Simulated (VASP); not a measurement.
# Zn4O in VASP: a series of runs

Zn4O is run at these levels: PBE; tasks: single point, relaxation of cell and atoms.

Everything below comes from runs of VASP 6.6.1. Logs are shortened: lines on timing, memory, paths and dates and some standing lists are left out, and cuts for length are marked.

## (1) The cell of the first run

Symmetry: C2, No. 5, monoclinic system. The conventional cell has a = 9.576 Å, b = 4.094 Å, c = 4.052 Å, α = 90.00°, β = 114.83°, γ = 90.00°. Zn (site symmetry 1) has 1 O at 2.01 Å and 1 Zn at 2.62 Å within 2.7 Å. Zn (site symmetry 1) has 1 O at 2.01 Å and 1 Zn at 2.62 Å within 2.7 Å. Within 2.7 Å of O (site symmetry 2) lie 4 Zn at 2.01 Å.

## (2) Single point, PBE

The input, INCAR:

```
ALGO     = Normal         # electronic algorithm
EDIFF    = 1E-7           # SCF threshold, eV
ENCUT    = 520            # plane-wave cutoff, eV
GGA      = PE             # functional
ISIF     = 2              # what is computed and relaxed
ISMEAR   = 0              # smearing method
LASPH    = T              # aspherical terms in the spheres
LCHARG   = F              # write CHGCAR
LREAL    = F              # projectors in reciprocal space
LWAVE    = F              # write WAVECAR
NBANDS   = 35             # bands
NELM     = 100            # most SCF steps
PREC     = Accurate       # precision mode
SIGMA    = 0.2            # smearing width, eV
```

The input, KPOINTS:

```
k-points
0
Gamma
  4 4 4
```

The input, POSCAR:

```
Zn4O
1.0
    4.7821112511     -2.0468803379      0.4263660828
    4.7821112511      2.0468803379      0.4263660828
   -2.0413861525      0.0000000000      3.4997533165
Zn O
4 1
Direct
    0.8704033484      0.4198324650      0.8739318884
    0.5801675350      0.1295966516      0.1260681116
    0.4210661262      0.8695420979      0.4131113394
    0.1304579021      0.5789338738      0.5868886606
   -0.0020948816      0.0020948816      0.0000000000
```

Potentials or basis: VASP PAW PBE potentials, release 64 (Zn, O).

Command:

```console
> cat potpaw_PBE.64/Zn/POTCAR potpaw_PBE.64/O/POTCAR > POTCAR
> mpirun -np 1 vasp_std > vasp.out
```

OUTCAR:

```text
EDIFF = 1E-7
   ENCUT = 520
   GGA = PE
   ISIF = 2
   ISMEAR = 0
   LASPH = T
   LREAL = F
   NELM = 100
   PREC = Accurate

 ion  position               nearest neighbor table
   1  0.870  0.420  0.874-   5 2.01   3 2.62   4 2.73   4 2.74   2 2.75   2 2.75   3 2.86   3 2.93

   2  0.580  0.130  0.126-   5 2.01   4 2.62   3 2.73   3 2.74   1 2.75   1 2.75   4 2.86   4 2.93

   3  0.421  0.870  0.413-   5 2.01   1 2.62   2 2.73   2 2.74   4 2.74   4 2.74   1 2.86   1 2.93

   4  0.130  0.579  0.587-   5 2.01   2 2.62   1 2.73   1 2.74   3 2.74   3 2.74   2 2.86   2 2.93

   5  0.998  0.002  0.000-   1 2.01   2 2.01   3 2.01   4 2.01

  Warning from LATTYP: Got some problem with cell dimensions!
  Tried to take original basis but could not verify dimensions!
  LATTYP: Found a base centered monoclinic cell.
 ALAT       =     9.5762179599
 B/A-ratio  =     0.4274924289
 C/A-ratio  =     0.4230906633
 COS(beta)  =    -0.4198846999

  Lattice vectors:

 A1 = (  -2.7407250986,   2.0468803379,  -3.9261193993)
 A2 = (  -2.7407250986,  -2.0468803379,  -3.9261193993)
 A3 = (  -2.0413861525,   0.0000000000,   3.4997533165)

Analysis of symmetry for initial positions (statically):
=====================================================================
 Subroutine PRICEL returns:
 Original cell was already a primitive cell.

 Routine SETGRP: Setting up the symmetry group for a
 base centered monoclinic supercell.

 Subroutine GETGRP returns: Found  2 space group operations
 (whereof  2 operations were pure point group operations)
 out of a pool of  4 trial point group operations.

The static configuration has the point symmetry C_2 .

Analysis of symmetry for dynamics (positions and initial velocities):
=====================================================================
 Subroutine PRICEL returns:
 Original cell was already a primitive cell.

 Routine SETGRP: Setting up the symmetry group for a
 base centered monoclinic supercell.

 Subroutine GETGRP returns: Found  2 space group operations
 (whereof  2 operations were pure point group operations)
 out of a pool of  4 trial point group operations.

The dynamic configuration has the point symmetry C_2 .

 Subroutine INISYM returns: Found  2 space group operations
 (whereof  2 operations are pure point group operations),
 and found     1 'primitive' translations

----------------------------------------------------------------------------------------

                                     Primitive cell

  volume of cell :      72.0772

  direct lattice vectors                    reciprocal lattice vectors
     4.782111251 -2.046880338  0.426366083     0.099387610 -0.244274172  0.057972226
     4.782111251  2.046880338  0.426366083     0.099387610  0.244274172  0.057972226
    -2.041386152  0.000000000  3.499753317    -0.024216282  0.000000000  0.271609206

  length of vectors
     5.219204458  5.219204458  4.051608409     0.270015828  0.270015828  0.272686613

  position of ions in fractional coordinates (direct lattice)
     0.870403348  0.419832465  0.873931888
     0.580167535  0.129596652  0.126068112
     0.421066126  0.869542098  0.413111339
     0.130457902  0.578933874  0.586888661
     0.997905118  0.002094882  0.000000000

  ion indices of the primitive-cell ions
   primitive index   ion index
                 1           1
                 2           2
                 3           3
                 4           4
                 5           5

----------------------------------------------------------------------------------------

 KPOINTS: k-points

Automatic generation of k-mesh.
 Grid dimensions read from file:
 generate k-points for:    4    4    4

 Generating k-lattice:

  Cartesian coordinates                     Fractional coordinates (reciprocal lattice)
     0.024846903 -0.061068543  0.014493057     0.250000000 -0.000000000  0.000000000
     0.024846903  0.061068543  0.014493057    -0.000000000  0.250000000  0.000000000
    -0.006054070  0.000000000  0.067902301     0.000000000  0.000000000  0.250000000

  Length of vectors
     0.067503957  0.067503957  0.068171653

  Shift w.r.t. Gamma in fractional coordinates (k-lattice)
     0.000000000  0.000000000  0.000000000

 Subroutine IBZKPT returns following result:
 ===========================================

 Found     24 irreducible k-points:

 Following reciprocal coordinates:
            Coordinates               Weight
  0.000000  0.000000  0.000000      1.000000
  0.250000 -0.000000 -0.000000      4.000000
  0.500000 -0.000000 -0.000000      2.000000
  0.250000  0.250000 -0.000000      2.000000
  0.500000  0.250000 -0.000000      4.000000
 -0.250000  0.250000  0.000000      2.000000
[... 16 lines left out ...]
 -0.250000  0.250000  0.500000      2.000000
  0.500000  0.500000  0.500000      1.000000
   k-points           NKPTS =     24   k-points in BZ     NKDIM =     24   number of bands    NBANDS=     35
   number of dos      NEDOS =    301   number of ions     NIONS =      5
   total plane-waves  NPLWV =  48000
   dimension x,y,z NGX =    40 NGY =   40 NGZ =   30
   dimension x,y,z NGXF=    80 NGYF=   80 NGZF=   60
   ions per type =               4   1
   NGX,Y,Z   is equivalent  to a cutoff of  12.74, 12.74, 12.31 a.u.
   NGXF,Y,Z  is equivalent  to a cutoff of  25.48, 25.48, 24.62 a.u.
 SYSTEM =  unknown system
   PREC   = accura    normal or accurate (medium, high low for compatibility)
   ISTART =      0    job   : 0-new  1-cont  2-samecut
   ICHARG =      2    charge: 1-file 2-atom 10-const
   ISPIN  =      1    spin polarized calculation?
   LNONCOLLINEAR =      F non collinear calculations
   LSORBIT =      F    spin-orbit coupling
   LASPH  =      T    aspherical Exc in radial PAW
   ENCUT  =  520.0 eV  38.22 Ry    6.18 a.u.   9.70  9.70  7.53*2*pi/ulx,y,z
   NELM   =    100;   NELMIN=  2; NELMDL= -5     # of ELM steps
   EDIFF  = 0.1E-06   stopping-criterion for ELM
   LREAL  =      F    real-space projection
   EDIFFG = 0.1E-05   stopping-criterion for IOM
   NSW    =      0    number of steps for IOM
   IBRION =     -1    ionic relax: 0-MD 1-quasi-New 2-CG
   NFREE  =      0    steps in history (QN), initial steepest desc. (CG)
   ISIF   =      2    stress and relaxation
   ISYM   =      2    0-nonsym 1-usesym 2-fastsym
   POTIM  = 0.5000    time-step for ionic-motion
   TEBEG  =    0.0;   TEEND  =   0.0 temperature during run
   PSTRESS=    0.0 pullay stress
   NELECT =      54.0000    total number of electrons
   NUPDOWN=      -1.0000    fix difference up-down
   EMIN   =  10.00;   EMAX   =-10.00  energy-range for DOS
   EFERMI =   0.00;   METHOD = LEGACY
   ISMEAR =     0;   SIGMA  =   0.20  broadening in eV -4-tet -1-fermi 0-gaus
   EFERMI_NEDOS =   21; number of points for ismear=-14 and -15
   IALGO  =     38    algorithm
   IMIX   =      4    mixing-type and parameters
     AMIX     =   0.40;   BMIX     =  1.00
     AMIX_MAG =   1.60;   BMIX_MAG =  1.00
  volume/ion in A,a.u.               =      14.42        97.28
  Fermi-wavevector in a.u.,A,eV,Ry     =   1.486872  2.809780 30.079595  2.210788
  Thomas-Fermi vector in A             =   2.600104
   LORBIT       =      0    0 simple, 1 ext, 2 COOP (PROOUT), +10 PAW based schemes
   GGA     = PE    functional components
   LHFCALC =     F    Hartree Fock is set to
   AEXX    =    0.0000 exact exchange contribution
   IVDW    =     0    specifies the selected vdW correction
   LEPSILON=     F    determine dielectric tensor
   LRPA    =     F    only Hartree local field effects (RPA)
 non-spin polarized calculation
 Gauss-broadening in eV      SIGMA  =   0.20
  energy-cutoff  :      520.00
  volume of cell :       72.08
 maximum number of plane-waves:      1951
 NGX is ok and might be reduce to    40

 number of electron      54.0000016 magnetization

 Free energy of the ion-electron system (eV)
  ---------------------------------------------------
  ext. energy  EPLUGINS =         0.00000000
  ---------------------------------------------------
  free energy    TOTEN  =       -11.35421516 eV

  energy without entropy =      -11.33543915  energy(sigma->0) =      -11.34482716

 E-fermi :   2.7711     XC(G=0): -11.2023

 val. band max:        2.6884721360   @ k =   0.2500  -0.0000  -0.0000
 cond. band min:       2.8663876128   @ k =   0.0000   0.0000   0.5000
 fundamental gap:      0.1779154768
 Fermi energy:         2.7710875679

 k-point     1 :       0.0000    0.0000    0.0000
  band No.  band energies     occupation
      1     -16.3691      2.00000
      2      -5.7541      2.00000
      3      -5.4508      2.00000
      4      -5.0865      2.00000
      5      -5.0863      2.00000
      6      -5.0191      2.00000
[... 27 lines left out ...]
     34       8.7952      0.00000
     35      10.2875      0.00000

 k-point     2 :       0.2500   -0.0000   -0.0000
  band No.  band energies     occupation
      1     -16.3311      2.00000
      2      -5.6973      2.00000
      3      -5.2494      2.00000
      4      -5.1345      2.00000
      5      -5.0230      2.00000
      6      -4.8974      2.00000
[... 27 lines left out ...]
     34      10.0834      0.00000
     35      11.6392      0.00000

 k-point     3 :       0.5000   -0.0000   -0.0000
  band No.  band energies     occupation
      1     -16.2930      2.00000
      2      -5.5308      2.00000
      3      -5.1203      2.00000
      4      -5.0259      2.00000
      5      -4.8746      2.00000
      6      -4.7877      2.00000
[... 27 lines left out ...]
     34       9.5632      0.00000
     35      10.3385      0.00000

 k-point     4 :       0.2500    0.2500   -0.0000
  band No.  band energies     occupation
      1     -16.3449      2.00000
      2      -6.0226      2.00000
      3      -5.2139      2.00000
      4      -5.2054      2.00000
      5      -5.1997      2.00000
      6      -5.0148      2.00000
[... 27 lines left out ...]
     34       9.6933      0.00000
     35      11.9081      0.00000

 k-point     5 :       0.5000    0.2500   -0.0000
  band No.  band energies     occupation
      1     -16.3070      2.00000
      2      -5.8086      2.00000
      3      -5.2997      2.00000
      4      -5.1685      2.00000
      5      -4.9930      2.00000
      6      -4.9336      2.00000
[... 638 lines left out ...]
 k-point    22 :       0.5000    0.2500    0.5000
  band No.  band energies     occupation
      1     -16.2715      2.00000
      2      -5.4437      2.00000
      3      -5.1656      2.00000
      4      -5.0933      2.00000
      5      -4.9364      2.00000
      6      -4.8594      2.00000
[... 27 lines left out ...]
     34      11.3712      0.00000
     35      12.0985      0.00000

 k-point    23 :      -0.2500    0.2500    0.5000
  band No.  band energies     occupation
      1     -16.2521      2.00000
      2      -5.4669      2.00000
      3      -5.1649      2.00000
      4      -5.1489      2.00000
      5      -4.8518      2.00000
      6      -4.8389      2.00000
[... 27 lines left out ...]
     34      11.8737      0.00000
     35      13.8634      0.00000

 k-point    24 :       0.5000    0.5000    0.5000
  band No.  band energies     occupation
      1     -16.2909      2.00000
      2      -5.4836      2.00000
      3      -5.1601      2.00000
      4      -5.0309      2.00000
      5      -4.8694      2.00000
      6      -4.7862      2.00000
[... 27 lines left out ...]
     34       9.4533      0.00000
     35      10.1776      0.00000

------------------------ aborting loop because EDIFF is reached ----------------------------------------

  FORCE on cell =-STRESS in cart. coord.  units (eV):
  Direction    XX          YY          ZZ          XY          YZ          ZX
  --------------------------------------------------------------------------------------
  -------------------------------------------------------------------------------------
  Total        0.2761163     -0.1026884      0.1729551      0.0000000      0.0000000      0.1713686
  in kB        6.1376911     -2.2826226      3.8445581      0.0000000      0.0000000      3.8092925
  external PRESSURE =       2.5665422 kB  Pullay stress =       0.0000000 kB

 VOLUME and BASIS-vectors are now :
 -----------------------------------------------------------------------------
  energy-cutoff  :      520.00
  volume of cell :       72.08
      direct lattice vectors                 reciprocal lattice vectors
     4.782111251 -2.046880338  0.426366083     0.099387610 -0.244274172  0.057972226
     4.782111251  2.046880338  0.426366083     0.099387610  0.244274172  0.057972226
    -2.041386152  0.000000000  3.499753317    -0.024216282  0.000000000  0.271609206

 POSITION                                       TOTAL-FORCE (eV/Angst)
 -----------------------------------------------------------------------------------
      4.38602     -0.92226      3.60866         0.013904      0.020150     -0.007732
      3.13682     -0.92226      0.74383        -0.013904      0.020150      0.007732
      5.32851      0.91798      1.99606        -0.010472     -0.006046      0.034102
      2.19432      0.91798      2.35643         0.010472     -0.006046     -0.034102
      4.78211     -2.03830      0.42637        -0.000000     -0.028208     -0.000000
 -----------------------------------------------------------------------------------
    total drift:                               -0.000000      0.000352     -0.000000

  FREE ENERGIE OF THE ION-ELECTRON SYSTEM (eV)
  ---------------------------------------------------
  free  energy   TOTEN  =       -11.3542151634 eV

  energy  without entropy=      -11.3354391473  energy(sigma->0) =      -11.34482716
```

Wall time 31 s (1 thread of Intel Xeon 6975P-C (Granite Rapids), shared host); peak memory 0.22 GiB.

Results:

```yaml
Free_energy: -11.3542 eV
Pressure: 0.3 GPa
Largest_force: 0.036 eV/Å
Band_gap_on_the_k_mesh: zero (band 27 reaches 3.03 eV, above the bottom of band 28 at 0.97 eV)
```

Forces in eV/Å, atoms in the order of the input:
```
Zn   0.014  0.020 -0.008
Zn  -0.014  0.020  0.008
Zn  -0.010 -0.006  0.034
Zn   0.010 -0.006 -0.034
O    0.000 -0.028  0.000
```

Stress tensor (GPa, compression positive):
```
 0.61  0.00  0.38
 0.00 -0.23  0.00
 0.38  0.00  0.38
```

Caveat: the k points lie up to 0.43 Å⁻¹ apart.

## (3) Relaxation of cell and atoms, PBE

This run uses another cell than the first one, of the same volume but with other edges.

The input, INCAR:

```
PREC = Accurate
ENCUT = 600
EDIFF = 1E-6
ISMEAR = 0
SIGMA = 0.1
LREAL = False
LASPH = True
NELM = 60
ALGO = Normal
ISIF = 3
LWAVE = False
LCHARG = False
GGA = PE
IBRION = 2
NSW = 100
EDIFFG = -0.01
```

The input, KPOINTS:

```
Automatic mesh
0
Gamma
  10 10 10
```

The input, POSCAR:

```
Zn4O
1.0
   -2.0363422712      2.0363422712      4.3456068799
    2.0363422712     -2.0363422712      4.3456068799
    2.0363422712      2.0363422712     -4.3456068799
Zn O
4 1
Direct
    0.5829792458      0.5829792458      0.4561943050
    0.4170207542      0.8732150592      0.0000000000
    0.1267849408      0.1267849408      0.5438056950
    0.8732150592      0.4170207542      0.0000000000
    0.0000000000      0.0000000000      0.0000000000
```

Potentials or basis: VASP PAW PBE potentials, release 64 (Zn, O).

Command:

```console
> cat potpaw_PBE.64/Zn/POTCAR potpaw_PBE.64/O/POTCAR > POTCAR
> mpirun -np 1 vasp_std > vasp.out
```

It took 40 min on 1 thread of Oxide Virtual Turin-like, shared host; peak memory 0.38 GiB.

Results (log left out):

* Free energy: -11.3366 eV
* Relaxed volume: 14.38 Å³/atom
* Relaxed cell: a = 5.215 Å, b = 5.215 Å, c = 5.215 Å, α = 134.13°, β = 134.13°, γ = 66.89°
* Space group after relaxing (to 0.05 Å): I-42m (No. 121)
* Energy gained by relaxing: 0.4 meV/atom
* Ionic steps: 11
* Pressure after relaxing: 0.0 GPa
* Largest force after relaxing: 0.008 eV/Å
* Band gap on the k mesh: zero (band 27 reaches 3.75 eV, above the bottom of band 28 at 1.21 eV)

Forces on the atoms (eV/Å):
```
Zn   0.005  0.005 -0.005
Zn   0.005 -0.005  0.005
Zn  -0.005 -0.005 -0.005
Zn  -0.005  0.005  0.005
O    0.000  0.000  0.000
```

The path:
| step | energy change (eV) | largest force (eV/Å) | pressure (GPa) | volume (Å³) |
| --- | --- | --- | --- | --- |
| 1 | 0.0000 | 0.0951 | -0.04 | 72.08 |
| 2 | -0.0014 | 0.0426 | -0.04 | 72.04 |
| 3 | -0.0017 | 0.0168 | -0.16 | 72.02 |
| 4 | -0.0017 | 0.0170 | -0.08 | 72.01 |
| 5 | -0.0018 | 0.0123 | -0.07 | 71.92 |
| 6 | -0.0017 | 0.0044 | 0.44 | 71.68 |
| 7 | -0.0019 | 0.0092 | 0.17 | 71.85 |
| 8 | -0.0019 | 0.0104 | 0.03 | 71.87 |
| 9 | -0.0019 | 0.0094 | 0.13 | 71.87 |
| 10 | -0.0019 | 0.0103 | 0.03 | 71.87 |
| 11 | -0.0019 | 0.0084 | 0.00 | 71.90 |

Final structure:
```yaml
crystal:
  lattice:
    - [-2.03239, 2.03239, 4.35172]
    - [2.03239, -2.03239, 4.35172]
    - [2.03239, 2.03239, -4.35172]
  atoms:
    - { symbol: Zn, position: [0.58135, 0.58135, 0.45478] }
    - { symbol: Zn, position: [0.41865, 0.87343, 0.00000] }
    - { symbol: Zn, position: [0.12657, 0.12657, 0.54522] }
    - { symbol: Zn, position: [0.87343, 0.41865, 0.00000] }
    - { symbol: O, position: [0.00000, 0.00000, 0.00000] }
```

Levels at points of the mesh, in eV from the Fermi level:
```csv
k point,band 23,band 24,band 25,band 26,band 27,band 28,band 29,band 30,band 31,band 32
"(0.00, 0.00, 0.00)",-4.77,-3.96,-3.96,-0.25,0.27,1.33,2.87,2.87,3.18,5.49
"(0.50, 0.00, 0.00)",-5.02,-4.74,-3.84,-2.14,0.26,0.53,3.82,4.26,4.61,5.36
"(0.50, 0.50, 0.00)",-4.92,-4.82,-3.74,-2.71,-1.20,-1.00,1.45,2.68,4.07,6.42
"(0.50, 0.50, 0.50)",-4.43,-3.83,-3.83,-2.69,-0.35,2.44,3.04,3.04,7.29,7.52
```
